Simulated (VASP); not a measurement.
# Na8H7 (a cell with a defect) in VASP: a series of runs, part 2 of 2

VASP 6.6.1.

## Step 3: Single point, PBE

The input, INCAR:

```
PREC = Accurate ; ENCUT = 520
EDIFF = 1E-7 ; ISMEAR = 0
SIGMA = 0.05 ; LREAL = Auto
LASPH = T ; NELM = 60
ALGO = Normal ; ISIF = 2
LWAVE = F ; LCHARG = F
GGA = PE ; NBANDS = 44
NELECT = 62.0
```

The input, KPOINTS:

```
regular mesh
0
Gamma
  4 4 4
```

The input, POSCAR:

```
Na8H7
1.0
   -4.8320806350     -4.8320806350      0.0000000000
    0.0000000000     -4.8320806350      4.8320806350
   -4.8320806350      0.0000000000      4.8320806350
Na H
8 7
Direct
    0.5155237853      0.5171526903     -0.0171527560
   -0.0082711782      0.5227183052     -0.0227183709
    0.5078530731     -0.0133571860     -0.0133571860
   -0.0010286459      0.0048383919      0.0048383919
    0.5086481757      0.4951616458      0.4951616458
   -0.0188612333      0.5133571203      0.5133571203
    0.5155237853     -0.0171527560      0.5171526903
   -0.0082711782     -0.0227183709      0.5227183052
   -0.1926693841      0.2499999671      0.2499999671
    0.7380541157      0.7683779060      0.2523024949
    0.2587345068      0.7316221038      0.2476974393
    0.7380541157      0.2523024949      0.7683779060
    0.2587344033      0.2476975428      0.7316222073
    0.7507711013      0.7500000049      0.7500000049
    0.2497045458      0.7500000049      0.7500000049
```

Potentials or basis: VASP PAW PBE potentials, release 64 (Na_pv, H).

Command:

```sh
$ cat potpaw_PBE.64/Na_pv/POTCAR potpaw_PBE.64/H/POTCAR > POTCAR
$ mpirun -np 1 vasp_std > vasp.out
```

OUTCAR:

```text
PREC = Accurate
   ENCUT = 520
   EDIFF = 1E-7
   ISMEAR = 0
   LREAL = Auto
   LASPH = T
   NELM = 60
   ISIF = 2
   GGA = PE
   NELECT = 62.0

 ion  position               nearest neighbor table
   1  0.516  0.517  0.983-
   2  0.992  0.523  0.977-
   3  0.508  0.987  0.987-
   4  0.999  0.005  0.005-
   5  0.509  0.495  0.495-
   6  0.981  0.513  0.513-
   7  0.516  0.983  0.517-
   8  0.992  0.977  0.523-
   9  0.807  0.250  0.250-
  10  0.738  0.768  0.252-
  11  0.259  0.732  0.248-
  12  0.738  0.252  0.768-
  13  0.259  0.248  0.732-
  14  0.751  0.750  0.750-
  15  0.250  0.750  0.750-

  LATTYP: Found a face centered cubic cell.
[... 213 lines left out ...]
      1     -23.3924      2.00000
      2     -23.3454      2.00000
      3     -23.3358      2.00000
      4     -23.3339      2.00000
      5     -23.3016      2.00000
      6     -23.2906      2.00000
[... 817 lines left out ...]
     42       6.1051      0.00000
     43       6.2666      0.00000
 [bands above 43 left out]

------------------------ aborting loop because EDIFF is reached ----------------------------------------

  FORCE on cell =-STRESS in cart. coord.  units (eV):
  Direction    XX          YY          ZZ          XY          YZ          ZX
  --------------------------------------------------------------------------------------
  -------------------------------------------------------------------------------------
  Total       -2.3516404     -2.3516404     -2.4936222     -0.3031857      0.0000000      0.0000000
  in kB      -16.6974052    -16.6974052    -17.7055212     -2.1527159      0.0000000      0.0000000
  external PRESSURE =     -17.0334439 kB  Pullay stress =       0.0000000 kB

 VOLUME and BASIS-vectors are now :
 -----------------------------------------------------------------------------
  energy-cutoff  :      520.00
  volume of cell :      225.65
      direct lattice vectors                 reciprocal lattice vectors
    -4.832080635 -4.832080635  0.000000000    -0.103475094 -0.103475094 -0.103475094
     0.000000000 -4.832080635  4.832080635     0.103475094 -0.103475094  0.103475094
    -4.832080635  0.000000000  4.832080635    -0.103475094  0.103475094  0.103475094

 POSITION                                       TOTAL-FORCE (eV/Angst)
 -----------------------------------------------------------------------------------
     -7.24025     -4.98998      7.24812        -0.019067     -0.013551      0.000000
     -9.51442     -7.31793      7.24812        -0.027045      0.007670      0.000000
     -7.22152     -7.22152      9.53508        -0.029356     -0.029356     -0.017078
     -4.85049     -4.85049      0.04676        -0.007128     -0.007128     -0.031736
     -4.85049     -4.85049      4.78532        -0.007128     -0.007128      0.031736
     -7.22152     -7.22152      4.96117        -0.029356     -0.029356      0.017078
     -4.98998     -7.24025      7.24812        -0.013551     -0.019067      0.000000
     -7.31793     -9.51442      7.24812         0.007670     -0.027045      0.000000
     -5.10911     -5.10911      2.41604         0.142922      0.142922      0.000000
     -4.78548     -7.27920      4.93201        -0.012621      0.005335     -0.019293
     -2.44712     -4.78548      4.73215         0.005335     -0.012621      0.019293
     -7.27920     -4.78548      4.93201         0.005335     -0.012621     -0.019293
     -4.78548     -2.44712      4.73215        -0.012621      0.005335      0.019293
     -7.25185     -7.25185      7.24812        -0.011273     -0.011273      0.000000
     -4.83065     -4.83065      7.24812         0.007883      0.007883      0.000000
 -----------------------------------------------------------------------------------
    total drift:                                0.000263      0.000255      0.000257

  FREE ENERGIE OF THE ION-ELECTRON SYSTEM (eV)
  ---------------------------------------------------
  free  energy   TOTEN  =       -37.4694217672 eV

  energy  without entropy=      -37.4694217672  energy(sigma->0) =      -37.46942177
```

OSZICAR:

```text
N       E                     dE             d eps       ncg     rms          rms(c)
DAV:   1     0.603268208729E+03    0.60327E+03   -0.31893E+04  1584   0.154E+03
DAV:   2     0.102533166699E+02   -0.59301E+03   -0.57717E+03  1584   0.439E+02
DAV:   3    -0.390998315963E+02   -0.49353E+02   -0.48915E+02  1792   0.148E+02
DAV:   4    -0.408310765574E+02   -0.17312E+01   -0.17261E+01  1848   0.265E+01
DAV:   5    -0.408611756007E+02   -0.30099E-01   -0.30096E-01  1788   0.390E+00    0.858E+00
DAV:   6    -0.383568172449E+02    0.25044E+01   -0.16619E+00  1932   0.619E+00    0.410E+00
DAV:   7    -0.374341752238E+02    0.92264E+00   -0.27497E+00  1868   0.480E+00    0.117E+00
DAV:   8    -0.374770780933E+02   -0.42903E-01   -0.14399E-01  1708   0.247E+00    0.477E-01
DAV:   9    -0.374679846954E+02    0.90934E-02   -0.47478E-02  1868   0.103E+00    0.136E-01
DAV:  10    -0.374686296998E+02   -0.64500E-03   -0.31837E-03  1728   0.392E-01    0.533E-02
DAV:  11    -0.374694290630E+02   -0.79936E-03   -0.17350E-03  1652   0.149E-01    0.524E-02
DAV:  12    -0.374694110929E+02    0.17970E-04   -0.50001E-05  1812   0.459E-02    0.311E-02
DAV:  13    -0.374694189337E+02   -0.78408E-05   -0.10436E-04  1656   0.307E-02    0.669E-03
DAV:  14    -0.374694213242E+02   -0.23906E-05   -0.15038E-05  1736   0.133E-02    0.321E-03
DAV:  15    -0.374694216225E+02   -0.29829E-06   -0.67714E-07  1272   0.380E-03    0.114E-03
DAV:  16    -0.374694217679E+02   -0.14541E-06   -0.56039E-07  1240   0.310E-03    0.824E-04
DAV:  17    -0.374694217672E+02    0.67666E-09   -0.35489E-08  1284   0.185E-03
   1 F= -.37469422E+02 E0= -.37469422E+02  d E =-.256864E-13
```

stdout:

```text
POSCAR found type information on POSCAR NaH
 POSCAR found :  2 types and      15 ions
 scaLAPACK will be used
 LDA part: xc-table for (Slater+PW92), standard interpolation
 POSCAR, INCAR and KPOINTS ok, starting setup
 FFT: planning ... GRIDC
 FFT: planning ... GRID_SOFT
 FFT: planning ... GRID
 WAVECAR not read
 entering main loop
 the old and the new charge density differ
 old charge density:    63.00000 new   62.00000
    0.858E+00
```

It took 6.8 min on 1 thread of AMD EPYC 7R43 (Zen 3), shared host; peak memory 0.38 GiB.

What came out:

```yaml
Free_energy: -37.4694 eV
Largest_force: 0.202 eV/Å
```

Forces in eV/Å, atoms in the order of the input:
```
Na  -0.019 -0.014  0.000
Na  -0.027  0.008  0.000
Na  -0.029 -0.029 -0.017
Na  -0.007 -0.007 -0.032
Na  -0.007 -0.007  0.032
Na  -0.029 -0.029  0.017
Na  -0.014 -0.019  0.000
Na   0.008 -0.027  0.000
H    0.143  0.143  0.000
H   -0.013  0.005 -0.019
H    0.005 -0.013  0.019
H    0.005 -0.013 -0.019
H   -0.013  0.005  0.019
H   -0.011 -0.011  0.000
H    0.008  0.008  0.000
```

Levels at points of the mesh, in eV from the Fermi level:
```csv
k point,band 28,band 29,band 30,band 31,band 32,band 33,band 34,band 35
"(0.00, 0.00, 0.00)",-1.11,-1.10,-0.47,-0.44,3.47,3.49,3.50,3.63
"(0.50, 0.00, 0.00)",-0.92,-0.91,-0.87,-0.85,2.54,4.60,4.64,4.78
"(0.00, 0.50, 0.00)",-1.01,-0.96,-0.83,-0.75,2.55,4.43,4.71,4.84
"(0.50, 0.50, 0.00)",-1.45,-1.38,-1.04,-0.25,2.49,5.36,5.45,5.55
"(0.00, 0.50, 0.50)",-1.44,-1.34,-1.03,-0.26,2.50,5.20,5.58,5.64
```

Caveat: the cell carries a net charge on a neutralising background, which shifts energy and pressure; the cell is charged against a uniform background, so pressure and absolute levels hang on convention.
